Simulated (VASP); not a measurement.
Ag: single point with PBEsol

Crystal: Ag.

```xyz
2
Lattice="1.4499 0.8371 4.5873 -1.4499 0.8371 4.5873 0.0000 -1.6742 4.5873" Properties=species:S:1:pos:R:3 pbc="T T T"
Ag    0.0000    0.0000    3.4404
Ag    0.0000    0.0000   10.3214
```

| Quantity | Value |
| --- | --- |
| Program | VASP 6.6.1 |
| Task | single point |
| Functional | PBEsol |
| Potentials or basis | VASP PAW PBE potentials, release 64 (Ag) |
| Cutoff | 520 eV |
| k mesh | 6 × 6 × 6 |
| Occupations | gaussian, width 0.1 eV |
| Spin | no spin polarisation |
| Dipole correction | no |
| Further INCAR settings | ALGO = Fast; EDIFF = 1e-07; NBANDS = 18 |

```json
{
 "Pressure": "0.0 GPa",
 "Band gap on the k mesh": "zero (band 11 reaches 11.67 eV, above the bottom of band 12 at 4.82 eV)"
}
```

Stress tensor (GPa, compression positive):
```
-0.07  0.00  0.00
 0.00 -0.07  0.00
 0.00  0.00  0.08
```

Levels at points of the mesh, in eV from the Fermi level:
```
           k point  band 7  band 8  band 9  band 10  band 11  band 12  band 13  band 14  band 15  band 16
(0.00, 0.00, 0.00)   -4.53   -3.58   -3.58    -2.72    -2.72    -0.09     4.32    15.16    16.16    17.69
(0.50, 0.00, 0.00)   -3.85   -3.85   -2.76    -2.76     1.09     1.09     6.44     6.44    11.79    11.79
(0.50, 0.50, 0.00)   -2.80   -2.71   -2.55    -2.52    -0.42     1.70     3.73     7.06    10.49    11.28
(0.50, 0.50, 0.50)   -4.41   -4.41   -3.52    -3.52    -3.52    -3.52    12.13    12.13    16.66    16.66
```

Wall time 22 s on 1 thread of Intel(R) Xeon(R) 6975P-C (Granite Rapids), with other jobs on the host, peak memory 0.2 GiB.

Caveat: the k points lie up to 0.42 Å⁻¹ apart; the PAW data sets were made with another functional, which shifts forces and pressure a little.
